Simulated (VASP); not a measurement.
Write the native input for VASP 6.6.1 that does the following.

| Property | Result |
| --- | --- |
| Task | single point |
| Functional | LDA |
| Potentials or basis | VASP PAW LDA potentials, release 64 (Ti_sv, Al) |
| Cutoff | 520 eV |
| k mesh | 21 × 21 × 12 |
| Occupations | gaussian, width 0.15 eV |
| Spin | collinear spin |
| Starting moments | [0.125, 0.0] μB |
| Fixed moment | 0.125 μB |
| Dipole correction | no |
| Further INCAR settings | ALGO = Fast; EDIFF = 1e-07; NBANDS = 18 |

The structure of TiAl lies in POSCAR:

```
TiAl
1.0
    2.8120068102      0.0000000000      0.0000000000
   -1.4060034051      2.4352693333      0.0000000000
    0.0000000000      0.0000000000      4.5900455634
Ti Al
1 1
Direct
    0.0000000000      0.0000000000      0.0000000000
    0.3333333333      0.6666666667      0.5000000000
```

These files were run (other wordings do the same):

INCAR

```
SYSTEM = TiAl
PREC     = Accurate       ! precision mode
ENCUT    = 520            ! plane-wave cutoff, eV
EDIFF    = 1E-7           ! SCF threshold, eV
ISMEAR   = 0              ! smearing method
SIGMA    = 0.15           ! smearing width, eV
LREAL    = .FALSE.        ! projectors in reciprocal space
LASPH    = .TRUE.         ! aspherical terms in the spheres
NELM     = 150            ! most SCF steps
ALGO     = Fast           ! electronic algorithm
ISIF     = 2              ! what is computed and relaxed
LWAVE    = .FALSE.        ! write WAVECAR
LCHARG   = .FALSE.        ! write CHGCAR
ISPIN    = 2              ! spin polarisation
MAGMOM   = 0.125 0        ! initial moments
LORBIT   = 11             ! projections on sites
NUPDOWN  = 0.125          ! fixed moment
LMAXMIX  = 4              ! l up to which the mixer works
NBANDS   = 18             ! bands
```

KPOINTS

```
regular mesh
0
G
  21 21 12
  0 0 0
```

Potentials or basis: VASP PAW LDA potentials, release 64 (Ti_sv, Al).

Run with:

```bash
$ cat potpaw_LDA.64/Ti_sv/POTCAR potpaw_LDA.64/Al/POTCAR > POTCAR
$ mpirun -np 1 vasp_std > vasp.out
```

Results of the run:

* Pressure: 0.1 GPa
* Net moment: 0.12 μB per cell
* Site moments: Ti +0.07; Al +0.00 μB
* Valence electrons inside the program's atomic spheres: Ti 10.35; Al 0.84

Caveat: the total moment is fixed, so each spin has its own Fermi level and the state may be an excited one.

It took 5.6 min on 1 thread of AMD EPYC 9R45 96-Core Processor (Zen 5), with other jobs on the host, peak memory 0.34 GiB.
